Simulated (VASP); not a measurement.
The system is Ti.

```xyz
1
Lattice="-1.6410 1.6410 1.6410 1.6410 -1.6410 1.6410 1.6410 1.6410 -1.6410" Properties=species:S:1:pos:R:3 pbc="T T T"
Ti    0.0000    0.0000    0.0000
```

This isn't the form of Ti at room conditions, which is hcp.

```yaml
Program: VASP 6.6.1
Task: relaxation of cell and atoms
Functional: LDA
Potentials_or_basis: VASP PAW LDA potentials, release 64 (Ti_sv)
Cutoff: 500 eV
k_mesh: 12 × 12 × 12
Occupations: fermi-dirac, width 0.15 eV
Spin: no spin polarisation
```

At the start: pressure -10.0 GPa; volume 17.68 Å³/atom.

Q: How do energy, volume and symmetry change on relaxing?

A: Over 3 steps the energy falls by 57.6 meV/atom and the volume is 15.97 Å³/atom (-9.7 %); space group Im-3m (No. 229, to 0.1 Å) before and after.

Step by step:
```
step  energy change (eV)  largest force (eV/Å)  pressure (GPa)  volume (Å³)
   1              0.0000                0.0000          -10.01        17.68
   2             -0.0343                0.0000            8.10        15.00
   3             -0.0576                0.0000           -0.04        15.97
```

Final structure:
```
Ti
1.0
    -1.58641    1.58641    1.58641
     1.58641   -1.58641    1.58641
     1.58641    1.58641   -1.58641
Ti
1
Cartesian
  0.0000 0.0000 0.0000
```
